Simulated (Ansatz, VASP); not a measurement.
## One calculation of Ca2Zn, two programs

```
Ca Zn
1.0
     7.58880    0.00000    0.00000
     0.00000    7.58880    0.00000
     0.00000    0.00000    4.01736
Ca Zn
4 2
Direct
  0.28216 0.28216 0.00000
  0.71784 0.71784 0.00000
  0.21784 0.78216 0.50000
  0.78216 0.21784 0.50000
  0.00000 0.00000 0.00000
  0.50000 0.50000 0.50000
```

Alike in both runs: task single point; functional LDA; k mesh 3 × 3 × 6; occupations fermi-dirac, width 0.05 eV; no spin polarisation.

|  | VASP | Ansatz |
| --- | --- | --- |
| version | VASP 6.6.1 | Ansatz 0.2.0 |
| potentials or method | VASP PAW LDA potentials, release 64 (Ca_sv, Zn), cutoff 520 eV | plane waves, PAW |
| valence electrons in the cell | 64 | 64 |

|  | VASP | Ansatz | Ansatz less VASP |
| --- | --- | --- | --- |
| pressure (GPa) | -3.1 | -3.2 | -0.04 |
| traceless stress, the component that is largest in VASP (GPa) | 0.83 | 0.84 | +0.007 |

LDA's correlation is that of Perdew and Zunger in VASP and of Perdew and Wang (1992) in Ansatz.
